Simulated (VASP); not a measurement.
# Si7P (P-43m) in VASP: further runs, part 2 of 2

VASP 6.6.1. The steps go on from the part before.

## Step 3: Single point, PBE

This run uses another cell than the first one, of 20.01 Å³/atom.

Contents of INCAR:

```
ALGO     = Normal         # electronic algorithm
EDIFF    = 1E-6           # SCF threshold, eV
ENCUT    = 520            # plane-wave cutoff, eV
GGA      = PE             # functional
ISIF     = 2              # what is computed and relaxed
ISMEAR   = 0              # smearing method
LASPH    = True           # aspherical terms in the spheres
LCHARG   = False          # write CHGCAR
LREAL    = False          # projectors in reciprocal space
LWAVE    = False          # write WAVECAR
NBANDS   = 26             # bands
NELM     = 60             # most SCF steps
PREC     = Accurate       # precision mode
SIGMA    = 0.2            # smearing width, eV
```

Contents of KPOINTS:

```
k-points
0
Gamma
  4 4 4
```

Contents of POSCAR:

```
Si7P
1.0
    5.4294882239      0.0000000000      0.0000000000
    0.0000000000      5.4294882239      0.0000000000
    0.0000000000      0.0000000000      5.4294882239
Si P
7 1
Direct
    0.0000000000      0.5000000000      0.5000000000
    0.7487353252      0.7487353252      0.2512646748
    0.5000000000      0.0000000000      0.5000000000
    0.7487353252      0.2512646748      0.7487353252
    0.5000000000      0.5000000000      0.0000000000
    0.2512646748      0.7487353252      0.7487353252
    0.2512646748      0.2512646748      0.2512646748
    0.0000000000      0.0000000000      0.0000000000
```

Potentials or basis: VASP PAW PBE potentials, release 64 (Si, P).

Command:

```console
$ cat potpaw_PBE.64/Si/POTCAR potpaw_PBE.64/P/POTCAR > POTCAR
$ mpirun -np 1 vasp_std > vasp.out
```

Wall time 16 s (1 thread of Intel Xeon 6975P-C (Granite Rapids), shared host); peak memory 0.24 GiB.

The run converged. Its results:

* Free energy: -43.1225 eV
* Pressure: -0.4 GPa
* Largest force: 0.027 eV/Å
* Band gap on the k mesh: zero (an odd number of electrons rules out a gap without spin polarisation)

Forces on the atoms (eV/Å):
```
Si   0.000  0.000  0.000
Si   0.016  0.016 -0.016
Si   0.000  0.000  0.000
Si   0.016 -0.016  0.016
Si   0.000  0.000  0.000
Si  -0.016  0.016  0.016
Si  -0.016 -0.016 -0.016
P    0.000  0.000  0.000
```

Levels at points of the mesh, in eV from the Fermi level:
| k point | band 14 | band 15 | band 16 | band 17 | band 18 | band 19 | band 20 | band 21 |
| --- | --- | --- | --- | --- | --- | --- | --- | --- |
| (0.00, 0.00, 0.00) | -1.32 | -1.32 | -1.32 | -0.96 | -0.33 | -0.33 | -0.33 | -0.23 |
| (0.50, 0.00, 0.00) | -3.38 | -2.86 | -2.86 | -0.14 | 0.01 | 1.92 | 2.01 | 2.81 |
| (0.50, 0.50, 0.00) | -2.91 | -2.30 | -2.28 | 0.90 | 0.94 | 1.50 | 1.50 | 3.18 |
| (0.50, 0.50, 0.50) | -2.16 | -2.16 | -2.16 | -0.82 | 0.52 | 0.52 | 0.52 | 1.98 |

Caveat: an odd number of electrons without spin polarisation forces a metal; a magnetic or distorted state may lie lower.

## Step 4: Relaxation of cell and atoms, PBE

Contents of INCAR:

```
PREC = Accurate
ENCUT = 600
EDIFF = 1E-6
ISMEAR = 0
SIGMA = 0.2
LREAL = False
LASPH = True
NELM = 80
ALGO = Normal
ISIF = 3
LWAVE = False
LCHARG = False
GGA = PE
IBRION = 2
NSW = 36
EDIFFG = -0.08
```

Contents of KPOINTS:

```
regular mesh
0
Gamma
  3 3 3
```

Contents of POSCAR:

```
Si7P
1.0
    5.4200000000      0.0000000000      0.0000000000
    0.0000000000      5.4200000000      0.0000000000
    0.0000000000      0.0000000000      5.4200000000
Si P
7 1
Direct
    0.0000000000      0.5000000000      0.5000000000
    0.7500000000      0.7500000000      0.2500000000
    0.5000000000      0.0000000000      0.5000000000
    0.7500000000      0.2500000000      0.7500000000
    0.5000000000      0.5000000000      0.0000000000
    0.2500000000      0.7500000000      0.7500000000
    0.2500000000      0.2500000000      0.2500000000
    0.0000000000      0.0000000000      0.0000000000
```

Command:

```console
$ cat potpaw_PBE.64/Si/POTCAR potpaw_PBE.64/P/POTCAR > POTCAR
$ mpirun -np 1 vasp_std > vasp.out
```

It took 22 s on 1 thread of Intel Xeon 6975P-C (Granite Rapids), shared host; peak memory 0.3 GiB.

The run converged. Its results:

```yaml
Free_energy: -43.1433 eV
Pressure_after_relaxing: 0.1 GPa
```

Final structure:
```
CELL_PARAMETERS angstrom
5.42000 0.00000 0.00000
0.00000 5.42000 0.00000
0.00000 0.00000 5.42000
ATOMIC_POSITIONS crystal
Si 0.00000 0.50000 0.50000
Si 0.75000 0.75000 0.25000
Si 0.50000 0.00000 0.50000
Si 0.75000 0.25000 0.75000
Si 0.50000 0.50000 0.00000
Si 0.25000 0.75000 0.75000
Si 0.25000 0.25000 0.25000
P 0.00000 0.00000 0.00000
```

Levels at points of the mesh, in eV from the Fermi level:
| k point | band 13 | band 14 | band 15 | band 16 | band 17 | band 18 | band 19 | band 20 |
| --- | --- | --- | --- | --- | --- | --- | --- | --- |
| (0.00, 0.00, 0.00) | -3.69 | -1.20 | -1.20 | -1.20 | -0.83 | -0.25 | -0.25 | -0.25 |

Caveat: the k points lie up to 0.39 Å⁻¹ apart in the final cell; the relaxation stopped at its first step, so nothing moved; the highest band is partly filled, so the run has too few bands.

## Step 5: Single point, PBE

This run uses another cell than the first one, of 20.01 Å³/atom.

Contents of INCAR:

```
SYSTEM = Si7P
PREC = Accurate
ENCUT = 520
EDIFF = 1E-7
ISMEAR = 0
SIGMA = 0.1
LREAL = .False.
LASPH = .True.
NELM = 100
ALGO = Normal
ISIF = 2
LWAVE = .False.
LCHARG = .True.
GGA = PE
LELF = .True.
LVHAR = .True.
NBANDS = 26
```

Contents of KPOINTS:

```
regular mesh
0
Gamma
  6 6 6
  0 0 0
```

Contents of POSCAR:

```
Si7P
1.0
    5.4294882239      0.0000000000      0.0000000000
    0.0000000000      5.4294882239      0.0000000000
    0.0000000000      0.0000000000      5.4294882239
Si P
7 1
Direct
    0.0000000000      0.5000000000      0.5000000000
    0.7487353252      0.7487353252      0.2512646748
    0.5000000000      0.0000000000      0.5000000000
    0.7487353252      0.2512646748      0.7487353252
    0.5000000000      0.5000000000      0.0000000000
    0.2512646748      0.7487353252      0.7487353252
    0.2512646748      0.2512646748      0.2512646748
    0.0000000000      0.0000000000      0.0000000000
```

Command:

```console
$ cat potpaw_PBE.64/Si/POTCAR potpaw_PBE.64/P/POTCAR > POTCAR
$ mpirun -np 1 vasp_std > vasp.out
```

Wall time 34 s (1 thread of Intel Xeon 6975P-C (Granite Rapids), shared host); peak memory 0.25 GiB.

It converged, with:

```
Free energy            : -43.0340 eV
Pressure               : -0.1 GPa
Band gap on the k mesh : zero (an odd number of electrons rules out a gap without spin polarisation)
```

Levels at points of the mesh, in eV from the Fermi level:
| k point | band 12 | band 13 | band 14 | band 15 | band 16 | band 17 | band 18 | band 19 | band 20 | band 21 |
| --- | --- | --- | --- | --- | --- | --- | --- | --- | --- | --- |
| (0.00, 0.00, 0.00) | -3.86 | -3.86 | -1.38 | -1.38 | -1.38 | -1.02 | -0.39 | -0.39 | -0.39 | -0.30 |
| (0.50, 0.00, 0.00) | -4.66 | -3.45 | -3.45 | -2.92 | -2.92 | -0.21 | -0.05 | 1.86 | 1.95 | 2.75 |
| (0.50, 0.50, 0.00) | -4.83 | -2.97 | -2.97 | -2.36 | -2.35 | 0.84 | 0.88 | 1.44 | 1.44 | 3.12 |
| (0.50, 0.50, 0.50) | -2.24 | -2.24 | -2.22 | -2.22 | -2.22 | -0.88 | 0.46 | 0.46 | 0.46 | 1.92 |

Caveat: an odd number of electrons without spin polarisation forces a metal; a magnetic or distorted state may lie lower.

## Step 6: Relaxation of cell and atoms, PBE

Contents of INCAR:

```
PREC = Accurate ; ENCUT = 600
EDIFF = 1E-6 ; ISMEAR = 0
SIGMA = 0.1 ; LREAL = False
LASPH = True ; NELM = 60
ALGO = Normal ; ISIF = 3
LWAVE = False ; LCHARG = False
GGA = PE ; IBRION = 2
NSW = 100 ; EDIFFG = -0.01
```

Contents of KPOINTS:

```
regular mesh
0
Gamma
  6 6 6
```

Contents of POSCAR:

```
Si7P
1.0
    5.4200000000      0.0000000000      0.0000000000
    0.0000000000      5.4200000000      0.0000000000
    0.0000000000      0.0000000000      5.4200000000
Si P
7 1
Direct
    0.0000000000      0.5000000000      0.5000000000
    0.7500000000      0.7500000000      0.2500000000
    0.5000000000      0.0000000000      0.5000000000
    0.7500000000      0.2500000000      0.7500000000
    0.5000000000      0.5000000000      0.0000000000
    0.2500000000      0.7500000000      0.7500000000
    0.2500000000      0.2500000000      0.2500000000
    0.0000000000      0.0000000000      0.0000000000
```

Potentials or basis: VASP PAW PBE potentials, release 64 (Si, P).

Command:

```console
$ cat potpaw_PBE.64/Si/POTCAR potpaw_PBE.64/P/POTCAR > POTCAR
$ mpirun -np 1 vasp_std > vasp.out
```

Wall time 1.8 min (1 thread of Intel Xeon 6975P-C (Granite Rapids), shared host); peak memory 0.35 GiB.

Results (log left out):

- Free energy: -43.0318 eV
- Relaxed volume: 19.98 Å³/atom
- Relaxed cell: a = 5.427 Å, b = 5.427 Å, c = 5.427 Å, α = 90.00°, β = 90.00°, γ = 90.00°
- Space group after relaxing (to 0.1 Å): P-43m (No. 215)
- Energy gained by relaxing: 0.5 meV/atom
- Ionic steps: 4
- Pressure after relaxing: 0.0 GPa

The path:
```
step  energy change (eV)  largest force (eV/Å)  pressure (GPa)  volume (Å³)
   1              0.0000                0.1378            0.29       159.22
   2             -0.0032                0.0661           -0.10       160.06
   3             -0.0034                0.0429           -0.23       160.34
   4             -0.0040                0.0088            0.04       159.87
```

Final structure:
```
Si P
1.0
     5.42741    0.00000    0.00000
     0.00000    5.42741    0.00000
     0.00000    0.00000    5.42741
Si P
7 1
Direct
  0.00000 0.50000 0.50000
  0.74863 0.74863 0.25137
  0.50000 0.00000 0.50000
  0.74863 0.25137 0.74863
  0.50000 0.50000 0.00000
  0.25137 0.74863 0.74863
  0.25137 0.25137 0.25137
  0.00000 0.00000 0.00000
```

Levels at points of the mesh, in eV from the Fermi level:
```tsv
k point	band 14	band 15	band 16	band 17	band 18	band 19
(0.00, 0.00, 0.00)	-1.38	-1.38	-1.38	-1.03	-0.39	-0.39
(0.50, 0.00, 0.00)	-3.45	-2.92	-2.92	-0.21	-0.06	1.86
(0.50, 0.50, 0.00)	-2.97	-2.37	-2.35	0.84	0.88	1.44
(0.50, 0.50, 0.50)	-2.22	-2.22	-2.22	-0.88	0.46	0.46
```

Caveat: the highest band is partly filled, so the run has too few bands.

## Step 7: Summary

```csv
task,cell,k mesh,cutoff (eV),smearing,gap on the mesh (eV),pressure (GPa)
single point,"a = 5.420 Å, 8 atoms, atomic positions A",3 × 3 × 3,520,gaussian 0.2 eV,none,-0.1
single point,"a = 5.429 Å, 8 atoms, atomic positions B",4 × 4 × 4,520,gaussian 0.2 eV,none,-0.4
relaxation of cell and atoms,"relaxed from a = 5.420 Å, 8 atoms, atomic positions A",3 × 3 × 3,600,gaussian 0.2 eV,-,0.1
single point,"a = 5.429 Å, 8 atoms, atomic positions B",6 × 6 × 6,520,gaussian 0.1 eV,none,-0.1
relaxation of cell and atoms,"relaxed from a = 5.420 Å, 8 atoms, atomic positions A",6 × 6 × 6,600,gaussian 0.1 eV,-,0.0
```

Alike in all rows: level PBE; potentials or basis VASP PAW PBE potentials, release 64 (Si, P); no spin polarisation.

Caveats: some runs use coarse meshes; an odd number of electrons without spin polarisation forces a metal (at least some runs); a magnetic or distorted state may lie lower (at least some runs); the highest band is partly filled, so the run has too few bands (at least some runs); the relaxation stopped at its first step, so nothing moved (at least some runs).

Total energies depend on the potentials used, so only differences within one code and one set of settings carry meaning.
